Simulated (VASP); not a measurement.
BeTe:

```xyz
2
Lattice="0.0000 2.8286 2.8286 2.8286 0.0000 2.8286 2.8286 2.8286 0.0000" Properties=species:S:1:pos:R:3 pbc="T T T"
Be    0.0000    0.0000    0.0000
Te    1.4143    1.4143    1.4143
```

Base run:

* Program: VASP 6.6.1
* Functional: HSE06
* Potentials or basis: VASP PAW PBE potentials, release 64 (Be, Te)
* Cutoff: 520 eV
* k mesh: 6 × 6 × 6
* Occupations: gaussian, width 0.01 eV
* Spin: no spin polarisation

Its results: band gap on the k mesh 2.67 eV (least direct gap 4.48 eV).

Question: The run is repeated on the same cell with these changes: functional from HSE06 to r2SCAN; further incar settings from ALGO = Normal; EDIFF = 1e-06; NBANDS = 11 to ALGO = Normal; EDIFF = 1e-08. What comes out?

Answer: Band gap on the k mesh 2.37 eV (least direct gap 4.03 eV).

Caveats: spin-orbit coupling is left out, which moves the levels of the heavy elements.

A k mesh can miss the band edges.
